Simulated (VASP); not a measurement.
## PtSe2: single point with r2SCAN

Crystal: PtSe2.

```xyz
3
Lattice="3.7217 0.0000 0.0000 -1.8608 3.2231 0.0000 0.0000 0.0000 5.4552" Properties=species:S:1:pos:R:3 pbc="T T T"
Pt    0.0000    0.0000    0.0000
Se    0.0000    2.1487    1.3037
Se    1.8608    1.0744    4.1515
```

```json
{
 "Program": "VASP 6.6.1",
 "Task": "single point",
 "Functional": "r2SCAN",
 "Potentials or basis": "VASP PAW PBE potentials, release 64 (Pt, Se)",
 "Cutoff": "520 eV",
 "k mesh": "12 × 12 × 6",
 "Occupations": "gaussian, width 0.02 eV",
 "Spin": "no spin polarisation"
}
```

```
Pressure               : 1.0 GPa
Largest force          : 0.012 eV/Å
Band gap on the k mesh : 0.16 eV (least direct gap 0.74 eV)
```

Forces in eV/Å, atoms in the order of the input:
```
Pt   0.000  0.000  0.000
Se   0.000  0.000  0.012
Se   0.000  0.000 -0.012
```

Stress tensor (GPa, compression positive):
```
1.07 0.00 0.00
0.00 1.07 0.00
0.00 0.00 0.99
```

Levels at points of the mesh, in eV from the valence-band top:
| k point | band 8 | band 9 | band 10 | band 11 | band 12 | band 13 | band 14 | band 15 |
| --- | --- | --- | --- | --- | --- | --- | --- | --- |
| (0.00, 0.00, 0.00) | -2.66 | -1.02 | -1.02 | 0.00 | 1.81 | 1.81 | 4.55 | 4.60 |
| (0.50, 0.00, 0.00) | -3.44 | -3.41 | -3.23 | -2.99 | 1.00 | 2.24 | 4.85 | 6.16 |
| (0.00, 0.00, 0.50) | -2.78 | -1.83 | -1.27 | -1.27 | 2.30 | 2.30 | 5.25 | 6.51 |
| (0.50, 0.00, 0.50) | -3.54 | -3.23 | -2.82 | -1.67 | 1.38 | 1.72 | 4.45 | 5.30 |

Run time: 3.4 min on 1 thread of Intel(R) Xeon(R) 6975P-C (Granite Rapids), with other jobs on the host, peak memory 0.27 GiB.

Caveat: the PAW data sets were made with another functional, which shifts forces and pressure a little; spin-orbit coupling is left out, which moves the levels of the heavy elements. A k mesh can miss the band edges.
